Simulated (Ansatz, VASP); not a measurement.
**HfGa2SeS2 in VASP and in Ansatz**

INCAR

```
  ALGO = Fast
  EDIFF = 1E-6
  EDIFFG = -0.01
  ENCUT = 600
  GGA = PE
  IBRION = 2
  ISIF = 3
  ISMEAR = 0
  LASPH = True
  LCHARG = False
  LREAL = False
  LWAVE = False
  NELM = 100
  NSW = 100
  PREC = Accurate
  SIGMA = 0.1
```

The input KPOINTS:

```
k-points
0
Gamma
  12 12 6
```

The input POSCAR:

```
HfGa2SeS2
1.0
    4.9410711900      0.0000000000      0.0000000000
   -2.4705355950      4.2790931724      0.0000000000
    0.0000000000      0.0000000000      7.8710471954
Hf Ga Se S
1 2 1 2
Direct
    0.3333333333      0.6666666667      0.0000000000
    0.6666666667      0.3333333333      0.5000000000
    0.0000000000      0.0000000000      0.0000000000
    0.6666666667      0.3333333333      0.0000000000
    0.3333333333      0.6666666667      0.6981376758
    0.3333333333      0.6666666667      0.3018623242
```

Input for Ansatz:

```yaml
crystal:
  lattice:
    - [4.94107119, 0.0, 0.0]
    - [-2.470535595, 4.2790931724, 0.0]
    - [0.0, 0.0, 7.8710471954]
  atoms:
    - { symbol: Hf, position: [0.3333333333, 0.6666666667, 0.0] }
    - { symbol: Ga, position: [0.6666666667, 0.3333333333, 0.5] }
    - { symbol: Ga, position: [0.0, 0.0, 0.0] }
    - { symbol: Se, position: [0.6666666667, 0.3333333333, 0.0] }
    - { symbol: S, position: [0.3333333333, 0.6666666667, 0.6981376758] }
    - { symbol: S, position: [0.3333333333, 0.6666666667, 0.3018623242] }
basis:
  ecutwfc: 420
kpoints:
  mp_grid: { grid: [12, 12, 6] }
hamiltonian:
  xc: pbe
scf:
  occupations: { method: gaussian, width: 0.1 }
output:
  forces: true
  stress: true
  eigenvalues: true
relax:
  adjacent_minimum: "off"
  f_tol: 0.01
  max_steps: 80
  cell: { stress_tol: 0.05 }
```

Alike in both runs: task relaxation of cell and atoms; functional PBE; k mesh 12 × 12 × 6; occupations gaussian, width 0.1 eV; no spin polarisation.

|  | VASP | Ansatz |
| --- | --- | --- |
| version | VASP 6.6.1 | Ansatz 0.2.0 |
| potentials or method | VASP PAW PBE potentials, release 64 (Hf_pv, Ga_d, Se, S), cutoff 600 eV | scalar-relativistic, plane waves, PAW |
| valence electrons in the cell | 54 | 80 |

```tsv
	VASP	Ansatz	Ansatz less VASP
gap on the k mesh at the Fermi level, each at its own relaxed structure (eV)	none	none	-
relaxed volume (Å³/atom)	27.89	27.99	+0.105
relaxed length of the cell vector where the two differ most in proportion (Å)	7.941	7.952	+0.0108
```

A gap of «none» marks a metal or a gap that the smearing closes. VASP's potentials hold 54 valence electrons a cell and Ansatz's 80, so a difference there can come from the potentials and not from the codes.

Neither program's run includes spin-orbit coupling.
